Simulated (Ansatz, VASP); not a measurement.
Cd in VASP and in Ansatz

The input INCAR:

```
SYSTEM = Cd
  PREC = Accurate
  ENCUT = 520
  EDIFF = 1E-6
  ISMEAR = 0
  SIGMA = 0.15
  LREAL = .False.
  LASPH = .True.
  NELM = 100
  ALGO = Fast
  ISIF = 2
  LWAVE = .False.
  LCHARG = .False.
  GGA = PE
  NBANDS = 12
```

Contents of KPOINTS:

```
regular mesh
0
Gamma
  18 18 18
  0 0 0
```

POSCAR

```
Cd
1.0
    0.0000000000      2.5634925353      1.8823725687
    2.5634925353      0.0000000000      1.8823725687
    2.5634925353      2.5634925353      0.0000000000
Cd
1
Direct
    0.0000000000      0.0000000000      0.0000000000
```

Input for Ansatz:

```yaml
crystal:
  lattice:
    - [0.0, 2.5634925353, 1.8823725687]
    - [2.5634925353, 0.0, 1.8823725687]
    - [2.5634925353, 2.5634925353, 0.0]
  atoms:
    - { symbol: Cd, position: [0.0, 0.0, 0.0] }
basis:
  ecutwfc: 420
kpoints:
  mp_grid: { grid: [18, 18, 18] }
hamiltonian:
  xc: pbe
scf:
  occupations: { method: gaussian, width: 0.15 }
output:
  forces: true
  stress: true
  eigenvalues: true
```

Alike in both runs: task single point; functional PBE; k mesh 18 × 18 × 18; occupations gaussian, width 0.15 eV; no spin polarisation.

|  | VASP | Ansatz |
| --- | --- | --- |
| version | VASP 6.6.1 | Ansatz 0.2.0 |
| potentials or method | VASP PAW PBE potentials, release 64 (Cd), cutoff 520 eV | scalar-relativistic, plane waves, PAW |
| valence electrons in the cell | 12 | 20 |

VASP gave:

- gap on the k mesh at the Fermi level (eV): none
- pressure (GPa): -1.4
- traceless stress, the component that is largest in VASP (GPa): 0.40

**Question.** What did Ansatz give for the same quantities?

**Answer.** gap on the k mesh at the Fermi level (eV): none; pressure (GPa): -1.6; traceless stress, the component that is largest in VASP (GPa): 0.40.

A gap of «none» marks a metal or a gap that the smearing closes. VASP's potentials hold 12 valence electrons a cell and Ansatz's 20, so a difference there can come from the potentials and not from the codes.
